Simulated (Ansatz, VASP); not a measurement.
# Two plane-wave programs on RePb

```
CELL_PARAMETERS angstrom
3.59390 0.00000 0.00000
0.00000 3.59390 0.00000
0.00000 0.00000 3.59390
ATOMIC_POSITIONS crystal
Re 0.00000 0.00000 0.00000
Pb 0.50000 0.50000 0.50000
```

Alike in both runs: task relaxation of cell and atoms; functional PBE; k mesh 6 × 6 × 6; occupations gaussian, width 0.1 eV; no spin polarisation.

|  | VASP | Ansatz |
| --- | --- | --- |
| version | VASP 6.6.1 | Ansatz 0.2.0 |
| potentials or method | VASP PAW PBE potentials, release 64 (Re, Pb_d), cutoff 600 eV | scalar-relativistic, plane waves, PAW |
| valence electrons in the cell | 21 | 29 |

```tsv
	VASP	Ansatz	Ansatz less VASP
gap on the k mesh at the Fermi level, each at its own relaxed structure (eV)	none	none	-
relaxed volume (Å³/atom)	19.15	19.20	+0.053
relaxed cell length with the largest relative difference (Å)	3.371	3.374	+0.0031
```

A gap of «none» marks a metal or a gap that the smearing closes. VASP's potentials hold 21 valence electrons a cell and Ansatz's 29, so a difference there can come from the potentials and not from the codes.

Neither program's run includes spin-orbit coupling. Noted on VASP's run: the volume moved by over 15 % at a fixed basis, so the end points are rough.
